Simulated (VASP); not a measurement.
A run of VASP 6.6.1 is set up as follows.

Contents of INCAR:

```
SYSTEM = Si
PREC = Accurate
ENCUT = 520
EDIFF = 1E-6
ISMEAR = 0
SIGMA = 0.05
LREAL = .False.
LASPH = .True.
NELM = 60
ALGO = Normal
ISIF = 2
LWAVE = .False.
LCHARG = .True.
LDIPOL = .True.
IDIPOL = 3
DIPOL = 0.5 0.5 0.500
GGA = PE
IVDW = 12
LELF = .True.
LVHAR = .True.
LVACPOTAV = .True.
NBANDS = 26
```

The input KPOINTS:

```
Automatic mesh
0
Gamma
  9 9 1
  0 0 0
```

POSCAR

```
Si
1.0
    3.8155170209      0.0000000000      0.0000000000
   -1.9077585104      3.3043346687      0.0000000000
    0.0000000000      0.0000000000     24.2660691651
Si
8
Direct
    0.6666666667      0.3333333333      0.2884686412
    0.3333333333      0.6666666667      0.3212990714
    0.3333333333      0.6666666667      0.4185460703
    0.6666666667      0.3333333333      0.4513765005
    0.6666666667      0.3333333333      0.5484541773
    0.3333333333      0.6666666667      0.5807991413
    0.3333333333      0.6666666667      0.6800094450
    0.6666666667      0.3333333333      0.7082927716
```

Potentials or basis: VASP PAW PBE potentials, release 64 (Si).

Run with:

```console
$ cat potpaw_PBE.64/Si/POTCAR > POTCAR
$ mpirun -np 1 vasp_std > vasp.out
```

Estimate the largest force.

0.652 eV/Å.

Predict the band gap on the k mesh.

zero (bands 16 and 17 overlap by 0.30 eV).

Forces in eV/Å, atoms in the order of the input:
```
Si   0.000  0.000  0.482
Si   0.000  0.000 -0.652
Si   0.000  0.000  0.238
Si   0.000  0.000 -0.063
Si   0.000  0.000  0.026
Si   0.000  0.000  0.014
Si   0.000  0.000 -0.021
Si   0.000  0.000 -0.025
```
